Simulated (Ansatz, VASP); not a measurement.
**One calculation of Ga2SnSe3, two programs**

The input INCAR:

```
SYSTEM = Ga2SnSe3
ALGO = Normal ; EDIFF = 1E-6
ENCUT = 520 ; GGA = PE
ISIF = 2 ; ISMEAR = 0
LASPH = .True. ; LCHARG = .True.
LELF = .True. ; LREAL = .False.
LVHAR = .True. ; LWAVE = .False.
NBANDS = 38 ; NELM = 100
PREC = Accurate ; SIGMA = 0.1
```

KPOINTS

```
k-points
0
Gamma
  4 4 2
  0 0 0
```

The input POSCAR:

```
Ga2SnSe3
1.0
    4.0983068800      0.0000000000      0.0000000000
    0.0000000000      4.0983068800      0.0000000000
    0.0000000000      0.0000000000      9.0289548300
Ga Sn Se
2 1 3
Direct
    0.0000000000      0.5000000000      0.7315000300
    0.5000000000      0.0000000000      0.2684999700
    0.0000000000      0.0000000000      0.0000000000
    0.0000000000      0.5000000000      0.3835000100
    0.5000000000      0.0000000000      0.6164999900
    0.5000000000      0.5000000000      0.0000000000
```

Input for Ansatz:

```yaml
crystal:
  lattice:
    - [4.09830688, 0.0, 0.0]
    - [0.0, 4.09830688, 0.0]
    - [0.0, 0.0, 9.02895483]
  atoms:
    - { symbol: Ga, position: [0.0, 0.5, 0.73150003] }
    - { symbol: Ga, position: [0.5, 0.0, 0.26849997] }
    - { symbol: Sn, position: [0.0, 0.0, 0.0] }
    - { symbol: Se, position: [0.0, 0.5, 0.38350001] }
    - { symbol: Se, position: [0.5, 0.0, 0.61649999] }
    - { symbol: Se, position: [0.5, 0.5, 0.0] }
basis:
  ecutwfc: 420
kpoints:
  mp_grid: { grid: [4, 4, 2] }
hamiltonian:
  xc: pbe
scf:
  occupations: { method: gaussian, width: 0.1 }
  lower_state_search: "off"
output:
  forces: true
  stress: true
  eigenvalues: true
```

Change from the starting cell: species swapped into the Ti2CuSb3 type (P-4m2, No. 115).

Alike in both runs: task single point; functional PBE; k mesh 4 × 4 × 2; occupations gaussian, width 0.1 eV; no spin polarisation.

|  | VASP | Ansatz |
| --- | --- | --- |
| version | VASP 6.6.1 | Ansatz 0.2.0 |
| potentials or method | VASP PAW PBE potentials, release 64 (Ga_d, Sn_d, Se), cutoff 520 eV | scalar-relativistic, plane waves, PAW |
| valence electrons in the cell | 58 | 88 |

```tsv
	VASP	Ansatz	Ansatz less VASP
gap on the k mesh at the Fermi level (eV)	none	none	-
pressure (GPa)	-3.5	-3.5	-0.03
traceless stress, the component that is largest in VASP (GPa)	1.46	1.46	+0.004
rms of the force components (eV/Å)	0.518	0.518	+0.0002
```

Atom by atom the forces differ by 0.001 eV/Å (rms over components). A gap of «none» marks a metal or a gap that the smearing closes. VASP's potentials hold 58 valence electrons a cell and Ansatz's 88, so a difference there can come from the potentials and not from the codes.

The k mesh is coarse, so the values compare programs but aren't converged.
